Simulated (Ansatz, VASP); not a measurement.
**Hg in VASP and in Ansatz**

File INCAR:

```
PREC = Accurate
ENCUT = 520
EDIFF = 1E-6
ISMEAR = 1
SIGMA = 0.1
LREAL = False
LASPH = True
NELM = 150
ALGO = Normal
ISIF = 2
LWAVE = False
LCHARG = True
MAGMOM = 0 0 0
LORBIT = 11
LSORBIT = True
GGA_COMPAT = False
LORBMOM = True
GGA = B5
ALDAX = 1.0
AGGAX = 1.0
AGGAC = 1.0
ALDAC = 0.0
LVHAR = True
NBANDS = 23
```

KPOINTS

```
regular mesh
0
Gamma
  7 7 7
```

Contents of POSCAR:

```
Hg
1.0
   -1.8767364354      1.8767364354      1.9168448550
    1.8767364354     -1.8767364354      1.9168448550
    1.8767364354      1.8767364354     -1.9168448550
Hg
1
Direct
    0.5000000000      0.5000000000      0.0000000000
```

input.yaml

```yaml
crystal:
  lattice:
    - [-1.8767364354, 1.8767364354, 1.916844855]
    - [1.8767364354, -1.8767364354, 1.916844855]
    - [1.8767364354, 1.8767364354, -1.916844855]
  atoms:
    - { symbol: Hg, position: [0.5, 0.5, 0.0] }
hamiltonian:
  xc: blyp
  pseudopotentials: { kind: paw_fr }
magnetization:
  noncollinear: true
  spin_orbit: true
kpoints:
  mp_grid: { grid: [7, 7, 7] }
scf:
  occupations: { method: methfessel_paxton, width: 0.1 }
output:
  forces: true
  stress: true
  eigenvalues: true
  write_density: true
  write_potential: true
  elf: true
  volumetric_format: npy
```

Alike in both runs: functional BLYP; k mesh 7 × 7 × 7; occupations methfessel-paxton of order 1, width 0.1 eV; non-collinear spin, spin-orbit coupling.

|  | VASP | Ansatz |
| --- | --- | --- |
| version | VASP 6.6.1 | Ansatz 0.2.0 |
| potentials or method | VASP PAW PBE potentials, release 64 (Hg) | Ansatz PAW |
| plane-wave cutoff (eV) | 520 | 420 |
| valence electrons in the cell | 12 | 20 |
| task | single point | electrostatic potential |

VASP gave:

* pressure (GPa): 4.6
* traceless stress, the component that is largest in VASP (GPa): -0.07
* net moment per atom (μB): 0.00

Q: What did Ansatz give for the same quantities?

A: Pressure (GPa): 4.2; traceless stress, the component that is largest in VASP (GPa): -0.08; net moment per atom (μB): 0.00.

VASP's potentials were made for PBE, not for BLYP. The functional is the same, so the differences come from potentials, cutoffs and numerics. VASP's potentials hold 12 valence electrons a cell and Ansatz's 20, so a difference there can come from the potentials and not from the codes.
